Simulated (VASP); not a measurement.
# Re (P6_3/mmc) in VASP: a series of runs

Re is run at these levels: LDA; tasks: relaxation of cell and atoms.

Everything below comes from runs of VASP 6.6.1. Logs are shortened: lines on timing, memory, paths and dates and some standing lists are left out, and cuts for length are marked.

## 1. The cell of the first run

It takes space group P6_3/mmc (No. 194, hexagonal). Conventional cell: a = 2.738 Å, b = 2.738 Å, c = 4.415 Å, α = 90.00°, β = 90.00°, γ = 120.00°. Within 3.6 Å of Re (site symmetry -6m2) lie 12 Re at 2.72 to 2.74 Å.

## 2. Relaxation of cell and atoms, LDA, target pressure 7 GPa, at which the enthalpy is minimised

File INCAR:

```
PREC     = Accurate       # precision mode
ENCUT    = 600            # plane-wave cutoff, eV
EDIFF    = 1E-7           # SCF threshold, eV
ISMEAR   = -1             # smearing method
SIGMA    = 0.08           # smearing width, eV
LREAL    = F              # projectors in reciprocal space
LASPH    = T              # aspherical terms in the spheres
NELM     = 120            # most SCF steps
ALGO     = Normal         # electronic algorithm
ISIF     = 3              # what is computed and relaxed
LWAVE    = F              # write WAVECAR
LCHARG   = F              # write CHGCAR
IBRION   = 2              # ionic algorithm
NSW      = 100            # ionic steps
EDIFFG   = -0.002         # ionic threshold
PSTRESS  = 70.0         
GGA_COMPAT= F            
NELMIN   = 4
```

File KPOINTS:

```
Automatic mesh
0
Gamma
  20 20 12
```

File POSCAR:

```
Re
1.0
    2.7381920783      0.0000000000      0.0000000000
   -1.3690960392      2.3713439003      0.0000000000
    0.0000000000      0.0000000000      4.4148608035
Re
2
Direct
    0.3333333333      0.6666666667      0.2500000000
    0.6666666667      0.3333333333      0.7500000000
```

Potentials or basis: VASP PAW LDA potentials, release 64 (Re).

Run with:

```bash
$ cat potpaw_LDA.64/Re/POTCAR > POTCAR
$ mpirun -np 1 vasp_std > vasp.out
```

OUTCAR:

```text
PREC = Accurate
   ENCUT = 600
   EDIFF = 1E-7
   ISMEAR = -1
   LREAL = F
   LASPH = T
   NELM = 120
   ISIF = 3
   IBRION = 2
   NSW = 100
   EDIFFG = -0.002
   PSTRESS = 70.0
   NELMIN = 4

 ion  position               nearest neighbor table
   1  0.333  0.667  0.250-   2 2.72   2 2.72   2 2.72   2 2.72   2 2.72   2 2.72
   2  0.667  0.333  0.750-   1 2.72   1 2.72   1 2.72   1 2.72   1 2.72   1 2.72

  LATTYP: Found a hexagonal cell.
 ALAT       =     2.7381920783
 C/A-ratio  =     1.6123269213

  Lattice vectors:

 A1 = (   2.7381920783,   0.0000000000,   0.0000000000)
 A2 = (  -1.3690960392,   2.3713439003,   0.0000000000)
 A3 = (   0.0000000000,   0.0000000000,   4.4148608035)

Analysis of symmetry for initial positions (statically):
=====================================================================
 Subroutine PRICEL returns:
 Original cell was already a primitive cell.

 Routine SETGRP: Setting up the symmetry group for a
 hexagonal supercell.

 Subroutine GETGRP returns: Found 24 space group operations
 (whereof 12 operations were pure point group operations)
 out of a pool of 24 trial point group operations.

The static configuration has the point symmetry D_3d.
 The point group associated with its full space group is D_6h.

Analysis of symmetry for dynamics (positions and initial velocities):
=====================================================================
 Subroutine PRICEL returns:
 Original cell was already a primitive cell.

 Routine SETGRP: Setting up the symmetry group for a
 hexagonal supercell.

 Subroutine GETGRP returns: Found 24 space group operations
 (whereof 12 operations were pure point group operations)
 out of a pool of 24 trial point group operations.

The dynamic configuration has the point symmetry D_3d.
 The point group associated with its full space group is D_6h.

 Subroutine INISYM returns: Found 24 space group operations
 (whereof 12 operations are pure point group operations),
 and found     1 'primitive' translations

----------------------------------------------------------------------------------------

                                     Primitive cell

  volume of cell :      28.6666

  direct lattice vectors                    reciprocal lattice vectors
     2.738192078  0.000000000  0.000000000     0.365204475  0.210850902  0.000000000
    -1.369096039  2.371343900  0.000000000     0.000000000  0.421701804  0.000000000
     0.000000000  0.000000000  4.414860803     0.000000000  0.000000000  0.226507708

  length of vectors
     2.738192078  2.738192078  4.414860803     0.421701804  0.421701804  0.226507708

  position of ions in fractional coordinates (direct lattice)
     0.333333333  0.666666667  0.250000000
     0.666666667  0.333333333  0.750000000

  ion indices of the primitive-cell ions
   primitive index   ion index
                 1           1
                 2           2

----------------------------------------------------------------------------------------

 KPOINTS: Automatic mesh

Automatic generation of k-mesh.
 Grid dimensions read from file:
 generate k-points for:   20   20   12

 Generating k-lattice:

  Cartesian coordinates                     Fractional coordinates (reciprocal lattice)
     0.018260224  0.010542545  0.000000000     0.050000000  0.000000000  0.000000000
     0.000000000  0.021085090  0.000000000     0.000000000  0.050000000  0.000000000
     0.000000000  0.000000000  0.018875642     0.000000000  0.000000000  0.083333333

  Length of vectors
     0.021085090  0.021085090  0.018875642

  Shift w.r.t. Gamma in fractional coordinates (k-lattice)
     0.000000000  0.000000000  0.000000000

 Subroutine IBZKPT returns following result:
 ===========================================

 Found    308 irreducible k-points:

 Following reciprocal coordinates:
            Coordinates               Weight
  0.000000  0.000000  0.000000      1.000000
  0.050000 -0.000000  0.000000      6.000000
  0.100000 -0.000000  0.000000      6.000000
  0.150000 -0.000000  0.000000      6.000000
  0.200000 -0.000000  0.000000      6.000000
  0.250000  0.000000  0.000000      6.000000
[... 16 lines left out ...]
  0.200000  0.100000  0.000000     12.000000
  0.250000  0.100000  0.000000     12.000000
 [... further k-points ...]
   k-points           NKPTS =    308   k-points in BZ     NKDIM =    308   number of bands    NBANDS=     11
   number of dos      NEDOS =    301   number of ions     NIONS =      2
   total plane-waves  NPLWV =  20736
   dimension x,y,z NGX =    24 NGY =   24 NGZ =   36
   dimension x,y,z NGXF=    48 NGYF=   48 NGZF=   72
   ions per type =               2
   NGX,Y,Z   is equivalent  to a cutoff of  14.57, 14.57, 13.56 a.u.
   NGXF,Y,Z  is equivalent  to a cutoff of  29.14, 29.14, 27.11 a.u.
 SYSTEM =  unknown system
   PREC   = accura    normal or accurate (medium, high low for compatibility)
   ISTART =      0    job   : 0-new  1-cont  2-samecut
   ICHARG =      2    charge: 1-file 2-atom 10-const
   ISPIN  =      1    spin polarized calculation?
   LNONCOLLINEAR =      F non collinear calculations
   LSORBIT =      F    spin-orbit coupling
   LASPH  =      T    aspherical Exc in radial PAW
   ENCUT  =  600.0 eV  44.10 Ry    6.64 a.u.   5.47  5.47  8.82*2*pi/ulx,y,z
   NELM   =    120;   NELMIN=  4; NELMDL= -5     # of ELM steps
   EDIFF  = 0.1E-06   stopping-criterion for ELM
   LREAL  =      F    real-space projection
   EDIFFG = -.2E-02   stopping-criterion for IOM
   NSW    =    100    number of steps for IOM
   IBRION =      2    ionic relax: 0-MD 1-quasi-New 2-CG
   NFREE  =      1    steps in history (QN), initial steepest desc. (CG)
   ISIF   =      3    stress and relaxation
   ISYM   =      2    0-nonsym 1-usesym 2-fastsym
   POTIM  = 0.5000    time-step for ionic-motion
   TEBEG  =    0.0;   TEEND  =   0.0 temperature during run
   PSTRESS=   70.0 pullay stress
   NELECT =      14.0000    total number of electrons
   NUPDOWN=      -1.0000    fix difference up-down
   EMIN   =  10.00;   EMAX   =-10.00  energy-range for DOS
   EFERMI =   0.00;   METHOD = LEGACY
   ISMEAR =    -1;   SIGMA  =   0.08  broadening in eV -4-tet -1-fermi 0-gaus
   EFERMI_NEDOS =   21; number of points for ismear=-14 and -15
   IALGO  =     38    algorithm
   IMIX   =      4    mixing-type and parameters
     AMIX     =   0.40;   BMIX     =  1.00
     AMIX_MAG =   1.60;   BMIX_MAG =  1.00
  volume/ion in A,a.u.               =      14.33        96.73
  Fermi-wavevector in a.u.,A,eV,Ry     =   1.289216  2.436265 22.613943  1.662078
  Thomas-Fermi vector in A             =   2.421122
   LORBIT       =      0    0 simple, 1 ext, 2 COOP (PROOUT), +10 PAW based schemes
   GGA     = CA    functional components
   LHFCALC =     F    Hartree Fock is set to
   AEXX    =    0.0000 exact exchange contribution
   IVDW    =     0    specifies the selected vdW correction
   LEPSILON=     F    determine dielectric tensor
   LRPA    =     F    only Hartree local field effects (RPA)
 conjugate gradient relaxation of ions
 non-spin polarized calculation
  energy-cutoff  :      600.00
  volume of cell :       28.67
 maximum number of plane-waves:       982
 NGX is ok and might be reduce to    24
   NGX = 11   NGY = 11   NGZ = 17

--------------------------------------- Ionic step        1  -------------------------------------------

 number of electron      14.0000000 magnetization

 Free energy of the ion-electron system (eV)
  ---------------------------------------------------
  ext. energy  EPLUGINS =         0.00000000
  ---------------------------------------------------
  free energy    TOTEN  =       -27.54723738 eV

  energy without entropy =      -27.51400860  energy(sigma->0) =      -27.53062299

------------------------ aborting loop because EDIFF is reached ----------------------------------------

  FORCE on cell =-STRESS in cart. coord.  units (eV):
  Direction    XX          YY          ZZ          XY          YZ          ZX
  --------------------------------------------------------------------------------------
  -------------------------------------------------------------------------------------
  Total        0.3127958      0.3127958      0.2794132     -0.0000000      0.0000000      0.0000000
  in kB       17.4821983     17.4821983     15.6164397     -0.0000000      0.0000000      0.0000000
  external PRESSURE =     -53.1397213 kB  Pullay stress =      70.0000000 kB
[... 97 lines left out ...]
  energy  without entropy=      -27.5055144524  energy(sigma->0) =      -27.52186764

  enthalpy is  TOTEN    =       -26.3006653030 eV   P V=        1.2375555184

[... ionic steps 4 to 7 ...]

--------------------------------------- Ionic step        8  -------------------------------------------

 number of electron      14.0000001 magnetization

------------------------ aborting loop because EDIFF is reached ----------------------------------------
[... 71 lines left out ...]
--------------------------------------- Ionic step       10  -------------------------------------------

 number of electron      14.0000001 magnetization

 Free energy of the ion-electron system (eV)
  ---------------------------------------------------
  ext. energy  EPLUGINS =         0.00000000
  ---------------------------------------------------
  free energy    TOTEN  =       -27.53777381 eV

  energy without entropy =      -27.50506545  energy(sigma->0) =      -27.52141963

 E-fermi :   8.3412     XC(G=0): -14.0501

 val. band max:        8.3294134879   @ k =   0.3500   0.2500   0.4167
 cond. band min:       8.3463527168   @ k =   0.3500   0.1500   0.3333
 fundamental gap:      0.0169392289
 Fermi energy:         8.3412293336

 k-point     1 :       0.0000    0.0000    0.0000
  band No.  band energies     occupation
      1      -1.7155      2.00000
      2       1.4468      2.00000
      3       6.6293      2.00000
      4       6.6293      2.00000
      5       6.6620      2.00000
      6       7.5252      1.99993
      7       7.5252      1.99993
      8       8.4871      0.27794
      9       8.4871      0.27794
     10       9.1989      0.00004
     11      11.8702      0.00000
[... 309 lines left out ...]
 k-point    24 :       0.2500    0.1000    0.0000
  band No.  band energies     occupation
      1       1.5158      2.00000
      2       3.1130      2.00000
      3       4.0673      2.00000
      4       4.9691      2.00000
      5       6.4085      2.00000
      6       6.6221      2.00000
      7       7.6618      1.99959
      8       9.3077      0.00001
      9      10.3283      0.00000
     10      11.2986      0.00000
     11      12.6035      0.00000

 [... further k-points ...]

------------------------ aborting loop because EDIFF is reached ----------------------------------------

  FORCE on cell =-STRESS in cart. coord.  units (eV):
  Direction    XX          YY          ZZ          XY          YZ          ZX
  --------------------------------------------------------------------------------------
  -------------------------------------------------------------------------------------
  Total        1.2373580      1.2373580      1.2398183     -0.0000000      0.0000000     -0.0000000
  in kB       70.0144173     70.0144173     70.1536330     -0.0000000      0.0000000     -0.0000000
  external PRESSURE =       0.0608225 kB  Pullay stress =      70.0000000 kB
[... 21 lines left out ...]
  energy  without entropy=      -27.5050654525  energy(sigma->0) =      -27.52141963

  enthalpy is  TOTEN    =       -26.3006706163 eV   P V=        1.2371031973

 reached required accuracy - stopping structural energy minimisation
```

Wall time 2.9 min (1 thread of Intel Xeon 6975P-C (Granite Rapids), shared host); peak memory 0.25 GiB.

What came out:

* Free energy: -27.5378 eV
* Relaxed volume: 14.16 Å³/atom
* Relaxed cell: a = 2.727 Å, b = 2.727 Å, c = 4.396 Å, α = 90.00°, β = 90.00°, γ = 120.00°
* Space group after relaxing (to 0.1 Å): P6_3/mmc (No. 194)
* Energy change on relaxing (the run minimises the enthalpy): +4.7 meV/atom
* Ionic steps: 10
* Pressure after relaxing: 7.0 GPa
* Band gap on the k mesh: zero (bands 7 and 8 overlap by 3.71 eV)

Step by step:
```
step  energy change (eV)  largest force (eV/Å)  pressure (GPa)  volume (Å³)
   1              0.0000                0.0000            1.69        28.67
   2              0.2128                0.0000           35.74        26.74
   3              0.0090                0.0000            6.85        28.33
   4              0.0094                0.0000            6.99        28.32
   5              0.0097                0.0000            7.10        28.31
   6              0.0085                0.0000            6.65        28.34
   7              0.0094                0.0000            6.99        28.32
   8              0.0094                0.0000            7.00        28.32
   9              0.0094                0.0000            7.00        28.32
  10              0.0095                0.0000            7.01        28.32
```

Final structure:
```
Re
1.0
     2.72725    0.00000    0.00000
    -1.36362    2.36187    0.00000
     0.00000    0.00000    4.39580
Re
2
Direct
  0.33333 0.66667 0.25000
  0.66667 0.33333 0.75000
```

Levels at points of the mesh, in eV from the Fermi level:
| k point | band 4 | band 5 | band 6 | band 7 | band 8 | band 9 | band 10 | band 11 |
| --- | --- | --- | --- | --- | --- | --- | --- | --- |
| (0.00, 0.00, 0.00) | -1.71 | -1.68 | -0.82 | -0.82 | 0.15 | 0.15 | 0.86 | 3.53 |
| (0.50, 0.00, 0.00) | -2.10 | -1.67 | -1.40 | -0.61 | 4.17 | 4.64 | 4.75 | 6.43 |
| (0.00, 0.00, 0.50) | -2.47 | -1.85 | -1.85 | -1.85 | -1.85 | 2.68 | 2.68 | 2.68 |
| (0.50, 0.00, 0.50) | -4.33 | 0.38 | 0.38 | 1.10 | 1.10 | 4.51 | 4.51 | 5.07 |

Caveat: the cell is relaxed towards a set pressure, so the run minimises the enthalpy, not the energy; spin-orbit coupling is left out, which moves the levels of the heavy elements.

## 3. Relaxation of cell and atoms, LDA, target pressure 10 GPa, at which the enthalpy is minimised

File INCAR:

```
PREC = Accurate ; ENCUT = 600
EDIFF = 1E-7 ; ISMEAR = -1
SIGMA = 0.08 ; LREAL = F
LASPH = T ; NELM = 120
ALGO = Normal ; ISIF = 3
LWAVE = F ; LCHARG = F
IBRION = 2 ; NSW = 100
EDIFFG = -0.002 ; PSTRESS = 100.0
GGA_COMPAT = F ; NELMIN = 4
```

File KPOINTS:

```
regular mesh
0
Gamma
  20 20 12
```

POSCAR is that of step 2.

Potentials or basis: VASP PAW LDA potentials, release 64 (Re).

Run with:

```bash
$ cat potpaw_LDA.64/Re/POTCAR > POTCAR
$ mpirun -np 1 vasp_std > vasp.out
```

Wall time 2.3 min (1 thread of Intel Xeon 6975P-C (Granite Rapids), shared host); peak memory 0.25 GiB.

It converged, with:

```
Free energy                                                : -27.5278 eV
Relaxed volume                                             : 14.06 Å³/atom
Relaxed cell                                               : a = 2.721 Å, b = 2.721 Å, c = 4.386 Å, α = 90.00°, β = 90.00°, γ = 120.00°
Space group after relaxing (to 0.1 Å)                      : P6_3/mmc (No. 194)
Energy change on relaxing (the run minimises the enthalpy) : +9.7 meV/atom
Ionic steps                                                : 7
Pressure after relaxing                                    : 10.0 GPa
Band gap on the k mesh                                     : zero (bands 7 and 8 overlap by 3.76 eV)
```

Step by step:
```tsv
step	energy change (eV)	largest force (eV/Å)	pressure (GPa)	volume (Å³)
1	0.0000	0.0000	1.69	28.67
2	0.5241	0.0000	60.16	25.69
3	0.0179	0.0000	9.61	28.15
4	0.0193	0.0000	9.95	28.13
5	0.0199	0.0000	10.13	28.12
6	0.0176	0.0000	9.52	28.16
7	0.0194	0.0000	9.99	28.13
```

Final structure:
```
Re
1.0
     2.72108    0.00000    0.00000
    -1.36054    2.35652    0.00000
     0.00000    0.00000    4.38649
Re
2
Direct
  0.33333 0.66667 0.25000
  0.66667 0.33333 0.75000
```

Levels at points of the mesh, in eV from the Fermi level:
| k point | band 5 | band 6 | band 7 | band 8 | band 9 | band 10 |
| --- | --- | --- | --- | --- | --- | --- |
| (0.00, 0.00, 0.00) | -1.70 | -0.83 | -0.83 | 0.15 | 0.15 | 0.87 |
| (0.50, 0.00, 0.00) | -1.67 | -1.41 | -0.61 | 4.22 | 4.69 | 4.80 |
| (0.00, 0.00, 0.50) | -1.87 | -1.87 | -1.87 | -1.87 | 2.70 | 2.70 |
| (0.50, 0.00, 0.50) | 0.38 | 0.38 | 1.11 | 1.11 | 4.56 | 4.56 |

Caveat: the cell is relaxed towards a set pressure, so the run minimises the enthalpy, not the energy; spin-orbit coupling is left out, which moves the levels of the heavy elements.

## 4. Relaxation of cell and atoms, LDA, target pressure 15 GPa, at which the enthalpy is minimised

File INCAR:

```
  PREC = Accurate
  ENCUT = 600
  EDIFF = 1E-7
  ISMEAR = -1
  SIGMA = 0.08
  LREAL = F
  LASPH = T
  NELM = 120
  ALGO = Normal
  ISIF = 3
  LWAVE = F
  LCHARG = F
  GGA = CA
  IBRION = 2
  NSW = 100
  EDIFFG = -0.002
  PSTRESS = 150.0
  GGA_COMPAT = F
  NELMIN = 4
```

KPOINTS is that of step 3.

POSCAR is that of step 3.

Run with:

```bash
$ cat potpaw_LDA.64/Re/POTCAR > POTCAR
$ mpirun -np 1 vasp_std > vasp.out
```

It took 2.4 min on 1 thread of Intel Xeon 6975P-C (Granite Rapids), shared host; peak memory 0.25 GiB.

It converged, with:

```
Free energy                                                : -27.5045 eV
Relaxed volume                                             : 13.91 Å³/atom
Relaxed cell                                               : a = 2.711 Å, b = 2.711 Å, c = 4.371 Å, α = 90.00°, β = 90.00°, γ = 120.00°
Space group after relaxing (to 0.1 Å)                      : P6_3/mmc (No. 194)
Energy change on relaxing (the run minimises the enthalpy) : +21.4 meV/atom
Ionic steps                                                : 7
Pressure after relaxing                                    : 15.0 GPa
Band gap on the k mesh                                     : zero (bands 7 and 8 overlap by 3.83 eV)
```

Step by step:
| step | energy change (eV) | largest force (eV/Å) | pressure (GPa) | volume (Å³) |
| --- | --- | --- | --- | --- |
| 1 | 0.0000 | 0.0000 | 1.69 | 28.67 |
| 2 | 1.4116 | 0.0000 | 111.15 | 24.00 |
| 3 | 0.0372 | 0.0000 | 13.97 | 27.89 |
| 4 | 0.0417 | 0.0000 | 14.81 | 27.84 |
| 5 | 0.0433 | 0.0000 | 15.09 | 27.82 |
| 6 | 0.0408 | 0.0000 | 14.64 | 27.85 |
| 7 | 0.0428 | 0.0000 | 15.00 | 27.83 |

Final structure:
```xyz
2
Lattice="2.7114 0.0000 0.0000 -1.3557 2.3481 0.0000 0.0000 0.0000 4.3709" Properties=species:S:1:pos:R:3 pbc="T T T"
Re    0.0000    1.5654    1.0927
Re    1.3557    0.7827    3.2782
```

Levels at points of the mesh, in eV from the Fermi level:
```csv
k point,band 5,band 6,band 7,band 8,band 9,band 10
"(0.00, 0.00, 0.00)",-1.73,-0.84,-0.84,0.14,0.14,0.90
"(0.50, 0.00, 0.00)",-1.67,-1.43,-0.62,4.29,4.76,4.88
"(0.00, 0.00, 0.50)",-1.91,-1.91,-1.91,-1.91,2.74,2.74
"(0.50, 0.00, 0.50)",0.38,0.38,1.14,1.14,4.63,4.63
```

Caveat: the cell is relaxed towards a set pressure, so the run minimises the enthalpy, not the energy; spin-orbit coupling is left out, which moves the levels of the heavy elements. Zero-point motion and thermal expansion aren't in these numbers.

## 5. The runs side by side

| cell | gap on the mesh (eV) | pressure (GPa) |
| --- | --- | --- |
| relaxed to 7 GPa | none | 7.0 |
| relaxed to 10 GPa | none | 10.0 |
| relaxed to 15 GPa | none | 15.0 |

Alike in all rows: task relaxation of cell and atoms; level LDA; potentials or basis VASP PAW LDA potentials, release 64 (Re); no spin polarisation; k mesh 20 × 20 × 12; cutoff (eV) 600; smearing fermi-dirac 0.08 eV.

Caveats: the cell is relaxed towards a set pressure, so the run minimises the enthalpy, not the energy; spin-orbit coupling is left out, which moves the levels of the heavy elements.

Absolute energies hang on the potentials; compare differences alone.
